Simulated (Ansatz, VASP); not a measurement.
## RbBr: VASP beside Ansatz

POSCAR

```
RbBr
1.0
    3.9884027085      0.0000000000      0.0000000000
    0.0000000000      3.9884027085      0.0000000000
    0.0000000000      0.0000000000      3.9884027085
Rb Br
1 1
Direct
    0.0000000000      0.0000000000      0.0000000000
    0.5000000000      0.5000000000      0.5000000000
```

INCAR.step1

```
SYSTEM = RbBr
PREC = Accurate
ENCUT = 520
EDIFF = 1E-5
ISMEAR = 0
SIGMA = 0.01
LREAL = .FALSE.
LASPH = .TRUE.
NELM = 60
ALGO = Normal
ISIF = 2
LWAVE = .TRUE.
LCHARG = .FALSE.
NBANDS = 15
GGA = PE
```

File INCAR.step2:

```
SYSTEM = RbBr
PREC = Accurate
ENCUT = 520
EDIFF = 1E-6
ISMEAR = 0
SIGMA = 0.01
LREAL = .FALSE.
LASPH = .TRUE.
NELM = 60
ALGO = Normal
ISIF = 2
LWAVE = .FALSE.
LCHARG = .FALSE.
GGA = PE
LHFCALC = .TRUE.
HFSCREEN = 0.2079
PRECFOCK = Normal
NBANDS = 15
ISTART = 1
```

The input KPOINTS:

```
regular mesh
0
G
  4 4 4
  0 0 0
```

Input for Ansatz:

```yaml
crystal:
  lattice:
    - [3.9884027085, 0.0, 0.0]
    - [0.0, 3.9884027085, 0.0]
    - [0.0, 0.0, 3.9884027085]
  atoms:
    - { symbol: Rb, position: [0.0, 0.0, 0.0] }
    - { symbol: Br, position: [0.5, 0.5, 0.5] }
kpoints:
  mp_grid: { grid: [4, 4, 4] }
  band_path:
    path: [[0.0, 0.0, 0.0], [0.0, 0.5, 0.0], [0.5, 0.5, 0.0], [0.5, 0.5, 0.5]]
    npoints: 1
hamiltonian:
  xc: hse06
scf:
  occupations: { method: fixed }
  n_extra_bands: 4
output:
  forces: true
  stress: true
  eigenvalues: true
```

Change from the starting cell: hydrostatic strain -3.4%.

Alike in both runs: task single point; functional HSE06; k mesh 4 × 4 × 4; no spin polarisation.

```csv
,VASP,Ansatz
version,VASP 6.6.1,Ansatz 0.2.0
potentials or method,"VASP PAW PBE potentials, release 64 (Rb_sv, Br)","plane waves, PAW"
plane-wave cutoff (eV),520,420
occupations,"gaussian, width 0.01 eV",fixed
valence electrons in the cell,16,16
```

|  | VASP | Ansatz | Ansatz less VASP |
| --- | --- | --- | --- |
| gap on the k mesh at the Fermi level (eV) | 5.68 | 5.68 | +0.001 |
| pressure (GPa) | 2.7 | 2.7 | -0.01 |

Ansatz's warnings: stress exchange threshold loose, stress scf threshold loose.
